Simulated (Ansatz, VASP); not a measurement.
# One calculation of ZrB2, two programs

```xyz
3
Lattice="3.1333 0.0000 0.0000 -1.5667 2.7136 0.0000 0.0000 0.0000 3.5200" Properties=species:S:1:pos:R:3 pbc="T T T"
Zr    0.0000    0.0000    0.0000
B     0.0000    1.8090    1.7600
B     1.5667    0.9045    1.7600
```

Change from the starting cell: equal xx and yy strain of -1 %.

Alike in both runs: task single point; functional PBE; k mesh 12 × 12 × 9; occupations fermi-dirac, width 0.05 eV; no spin polarisation.

|  | VASP | Ansatz |
| --- | --- | --- |
| version | VASP 6.6.1 | Ansatz 0.2.0 |
| potentials or method | VASP PAW PBE potentials, release 64 (Zr_sv, B), cutoff 520 eV | all-electron LAPW, scalar-relativistic |

|  | VASP | Ansatz | Ansatz less VASP |
| --- | --- | --- | --- |
| pressure (GPa) | 7.9 | 7.8 | -0.12 |
| traceless stress, the component that is largest in VASP (GPa) | -1.68 | -1.68 | -0.003 |

Ansatz ran all-electron here, and VASP with PAW potentials.
